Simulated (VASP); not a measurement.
Runs of VASP 6.6.1 on Li2O. The structure is that of space group Fm-3m (No. 225), or close to it. The cells are those of the table. 

```csv
cell,gap on the mesh (eV),pressure (GPa)
"a = 3.254, b = 3.254, c = 3.260 Å, angles 59.9, 59.9, 60.1°, 3 atoms",5.15,0.8
"a = 3.271, b = 3.271, c = 3.260 Å, angles 60.1, 60.1, 59.8°, 3 atoms",(c),0.0
"a = 3.249, b = 3.249, c = 3.260 Å, angles 59.9, 59.9, 60.2°, 3 atoms",5.15,(b)
"a = 3.276, b = 3.276, c = 3.260 Å, angles 60.2, 60.2, 59.7°, 3 atoms",5.12,-0.3
"a = 3.260 Å, angles 60.0°, 3 atoms",(a),0.5
"a = 3.244, b = 3.244, c = 3.260 Å, angles 59.8, 59.8, 60.3°, 3 atoms",5.14,1.4
"a = 3.265, b = 3.265, c = 3.260 Å, angles 60.1, 60.1, 59.9°, 3 atoms",5.14,0.2
```

Alike in all rows: task single point; level PBE; potentials or basis VASP PAW PBE potentials, release 64 (Li_sv, O); no spin polarisation; k mesh 7 × 7 × 7; cutoff (eV) 750; smearing gaussian 0.02 eV.

**Question.** Fill in the values left out.

**Answer.** (a) 5.16; (b) 1.1; (c) 5.13.

A k mesh can miss the band edges.
